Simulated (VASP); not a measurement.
Crystal: InAs.

```
In As
1.0
     0.00000    2.87730    2.87730
     2.87730    0.00000    2.87730
     2.87730    2.87730    0.00000
In As
1 1
Direct
  0.50000 0.50000 0.50000
  0.00000 0.00000 0.00000
```

* Program: VASP 6.6.1
* Task: relaxation of cell and atoms
* Functional: LDA
* Potentials or basis: VASP PAW LDA potentials, release 64 (In_d, As)
* Cutoff: 500 eV
* k mesh: 12 × 12 × 12
* Occupations: gaussian, width 0.1 eV
* Spin: no spin polarisation

At the start: pressure -5.0 GPa; volume 23.82 Å³/atom.

Question: Where does the relaxation end?

Answer: Over 3 steps the energy falls by 30.0 meV/atom and the volume is 22.03 Å³/atom (-7.5 %); space group Fm-3m (No. 225, to 0.1 Å) before and after.

The path:
```csv
step,energy change (eV),largest force (eV/Å),pressure (GPa),volume (Å³)
1,0.0000,0.0000,-4.97,47.64
2,-0.0499,0.0000,2.50,42.73
3,-0.0599,0.0000,-0.01,44.05
```

Final structure:
```yaml
crystal:
  lattice:
    - [0.00000, 2.80313, 2.80313]
    - [2.80313, 0.00000, 2.80313]
    - [2.80313, 2.80313, 0.00000]
  atoms:
    - { symbol: In, position: [0.50000, 0.50000, 0.50000] }
    - { symbol: As, position: [0.00000, 0.00000, 0.00000] }
```
